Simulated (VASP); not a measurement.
Wanted: the native input for a VASP 6.6.1 run.

```
Task                   : single point
Functional             : PBE
Potentials or basis    : VASP PAW PBE potentials, release 64 (Hg, Te)
Cutoff                 : 520 eV
k mesh                 : 14 × 14 × 14
Occupations            : fermi-dirac, width 0.05 eV
Spin                   : no spin polarisation
Dipole correction      : no
Further INCAR settings : ALGO = Normal; EDIFF = 1e-06; NBANDS = 16
```

The structure of HgTe lies in POSCAR:

```
HgTe
1.0
    0.0000000000      2.9215000000      2.9507150000
    2.9215000000      0.0000000000      2.9507150000
    2.9215000000      2.9215000000      0.0000000000
Hg Te
1 1
Direct
    0.0000000000      0.0000000000      0.0000000000
    0.5000000000      0.5000000000      0.5000000000
```

This cell differs from its parent crystal: z stretched by +1 %, then relaxed in part.

One way to write it, as run:

INCAR

```
PREC = Accurate
ENCUT = 520
EDIFF = 1E-6
ISMEAR = -1
SIGMA = 0.05
LREAL = False
LASPH = True
NELM = 100
ALGO = Normal
ISIF = 2
LWAVE = False
LCHARG = False
GGA = PE
NBANDS = 16
```

KPOINTS

```
regular mesh
0
Gamma
  14 14 14
```

Potentials or basis: VASP PAW PBE potentials, release 64 (Hg, Te).

Launch:

```console
$ cat potpaw_PBE.64/Hg/POTCAR potpaw_PBE.64/Te/POTCAR > POTCAR
$ mpirun -np 1 vasp_std > vasp.out
```

Results of the run:

The pressure is 9.7 GPa and the band gap on the k mesh is zero (bands 9 and 10 overlap by 3.19 eV).

Caveat: the cell differs from its parent crystal (z stretched by +1 %, then relaxed in part); the cell stands under pressure; spin-orbit coupling is left out, which moves the levels of the heavy elements.

Run time: 58 s on 1 thread of Intel(R) Xeon(R) Platinum 8559C (Emerald Rapids) (shared host), peak memory 0.33 GiB.
